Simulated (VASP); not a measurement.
## Co: single point with PBE

The system is Co, a slab with vacuum.

```xyz
4
Lattice="2.4930 0.0000 0.0000 0.0000 4.0369 0.0000 0.0000 0.0000 18.8787" Properties=species:S:1:pos:R:3 pbc="T T T"
Co    0.0000    3.0277    8.1208
Co    1.2465    1.0092    8.6852
Co    1.2465    3.0277   10.1935
Co    0.0000    1.0092   10.7579
```

* Program: VASP 6.6.1
* Task: single point
* Functional: PBE
* Potentials or basis: VASP PAW PBE potentials, release 64 (Co)
* Cutoff: 520 eV
* k mesh: 15 × 9 × 1
* Occupations: fermi-dirac, width 0.1 eV
* Spin: collinear spin, ferromagnetic start
* Starting moments: [1.7, 1.7, 1.7, 1.7] μB

* Largest force: 0.030 eV/Å
* Net moment: 7.02 μB per cell
* Site moments: Co +1.82, +1.71 (each value once) μB
* Valence electrons inside the program's atomic spheres: Co 8.12, 8.21 (each value once)

Forces on the atoms (eV/Å):
```
Co   0.000  0.000  0.025
Co   0.000  0.000  0.030
Co   0.000  0.000 -0.030
Co   0.000  0.000 -0.025
```

Levels at points of the mesh, in eV from the Fermi level:
Spin up:
```tsv
k point	band 19	band 20	band 21	band 22	band 23	band 24	band 25	band 26
(0.00, 0.00, 0.00)	-1.08	-0.98	-0.62	-0.59	0.28	1.58	4.12	4.52
```
Spin down:
| k point | band 12 | band 13 | band 14 | band 15 | band 16 | band 17 |
| --- | --- | --- | --- | --- | --- | --- |
| (0.00, 0.00, 0.00) | -0.56 | -0.55 | -0.53 | -0.22 | -0.16 | -0.15 |

Run time: 7 min on 1 thread of Intel(R) Xeon(R) 6975P-C (Granite Rapids) (shared host), peak memory 0.52 GiB.
